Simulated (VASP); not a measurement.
Wanted: the native input for a VASP 6.6.1 run.

- Task: single point
- Functional: LDA
- Potentials or basis: VASP PAW LDA potentials, release 64 (Pb_d, F)
- Cutoff: 600 eV
- k mesh: 7 × 7 × 7
- Occupations: fermi-dirac, width 0.05 eV
- Spin: no spin polarisation
- Dipole correction: no
- Further INCAR settings: ALGO = Normal; EDIFF = 1e-06; NBANDS = 21

The structure of PbF2 (Fluorocronite) lies in POSCAR:

```
PbF2
1.0
    0.0000000000      3.0217857373      3.0217857373
    3.0217857373      0.0000000000      3.0217857373
    3.0217857373      3.0217857373      0.0000000000
Pb F
1 2
Direct
    0.0000000000      0.0000000000      0.0000000000
    0.7500000000      0.7500000000      0.7500000000
    0.2500000000      0.2500000000      0.2500000000
```

These files were run (other wordings do the same):

INCAR

```
SYSTEM = PbF2
PREC = Accurate
ENCUT = 600
EDIFF = 1E-6
ISMEAR = -1
SIGMA = 0.05
LREAL = .FALSE.
LASPH = .TRUE.
NELM = 120
ALGO = Normal
ISIF = 2
LWAVE = .FALSE.
LCHARG = .TRUE.
LELF = .TRUE.
LVHAR = .TRUE.
NBANDS = 21
GGA_COMPAT = .FALSE.
```

KPOINTS

```
Automatic mesh
0
G
  7 7 7
  0 0 0
```

Potentials or basis: VASP PAW LDA potentials, release 64 (Pb_d, F).

Run with:

```bash
$ cat potpaw_LDA.64/Pb_d/POTCAR potpaw_LDA.64/F/POTCAR > POTCAR
$ mpirun -np 1 vasp_std > vasp.out
```

Results of the run:

```
Pressure               : -7.9 GPa
Band gap on the k mesh : 4.26 eV, indirect (least direct gap 4.47 eV)
```

Caveat: spin-orbit coupling is left out, which moves the levels of the heavy elements.

Wall time 29 s on 1 thread of Intel Xeon 6975P-C (shared host), peak memory 0.18 GiB.
